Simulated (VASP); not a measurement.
Here is a VASP 6.6.1 calculation.

File POSCAR:

```
LaB6
1.0
    4.1523441329      0.0000000000      0.0000000000
    0.0000000000      4.1523441329     -0.0207617207
    0.0000000000     -0.0207617207      4.1523441329
La B
1 6
Direct
    0.0000000000      0.0000000000      0.0000000000
    0.2000751123      0.5000000000      0.5000000000
    0.7999248877      0.5000000000      0.5000000000
    0.5000000000      0.5000000000      0.2000751123
    0.5000000000      0.5000000000      0.7999248877
    0.5000000000      0.2000751123      0.5000000000
    0.5000000000      0.7999248877      0.5000000000
```

The input INCAR.step1:

```
SYSTEM = LaB6
ALGO     = Normal         ! electronic algorithm
EDIFF    = 1E-4           ! SCF threshold, eV
ENCUT    = 520            ! plane-wave cutoff, eV
GGA      = PE             ! functional
ISMEAR   = 0              ! smearing method
LASPH    = .True.         ! aspherical terms in the spheres
LCHARG   = .False.        ! write CHGCAR
LREAL    = .False.        ! projectors in reciprocal space
LWAVE    = .True.         ! write WAVECAR
NBANDS   = 24             ! bands
NELM     = 80             ! most SCF steps
PREC     = Accurate       ! precision mode
SIGMA    = 0.05           ! smearing width, eV
```

Contents of INCAR.step2:

```
SYSTEM = LaB6
ALGO     = Normal         ! electronic algorithm
EDIFF    = 1E-6           ! SCF threshold, eV
ENCUT    = 520            ! plane-wave cutoff, eV
ISIF     = 2              ! what is computed and relaxed
ISMEAR   = 0              ! smearing method
ISTART   = 1            
LASPH    = .True.         ! aspherical terms in the spheres
LCHARG   = .False.        ! write CHGCAR
LMIXTAU  = .True.       
LREAL    = .False.        ! projectors in reciprocal space
LWAVE    = .False.        ! write WAVECAR
METAGGA  = R2SCAN         ! meta-GGA
NBANDS   = 24             ! bands
NELM     = 80             ! most SCF steps
PREC     = Accurate       ! precision mode
SIGMA    = 0.05           ! smearing width, eV
```

KPOINTS

```
k-points
0
Gamma
  8 8 8
  0 0 0
```

Potentials or basis: VASP PAW PBE potentials, release 64 (La, B).

Run with:

```console
$ cat potpaw_PBE.64/La/POTCAR potpaw_PBE.64/B/POTCAR > POTCAR
$ cp INCAR.step1 INCAR
$ mpirun -np 1 vasp_std > vasp.out
$ cp INCAR.step2 INCAR
$ mpirun -np 1 vasp_std > vasp.out
```

Task: Predict the pressure.

Result: 0.0 GPa.

Task: What does it give for the largest force?

Result: 0.093 eV/Å.

Task: What does it give for the band gap on the k mesh?

Result: Zero (an odd number of electrons rules out a gap without spin polarisation).

Forces on the atoms (eV/Å):
```
La   0.000  0.000  0.000
B   -0.028  0.000  0.000
B    0.028  0.000  0.000
B    0.000 -0.088 -0.029
B    0.000  0.088  0.029
B    0.000 -0.029 -0.088
B    0.000  0.029  0.088
```

Caveat: the PAW data sets were made with another functional, which shifts forces and pressure a little; spin-orbit coupling is left out, which moves the levels of the heavy elements; an odd number of electrons without spin polarisation forces a metal; a magnetic or distorted state may lie lower.
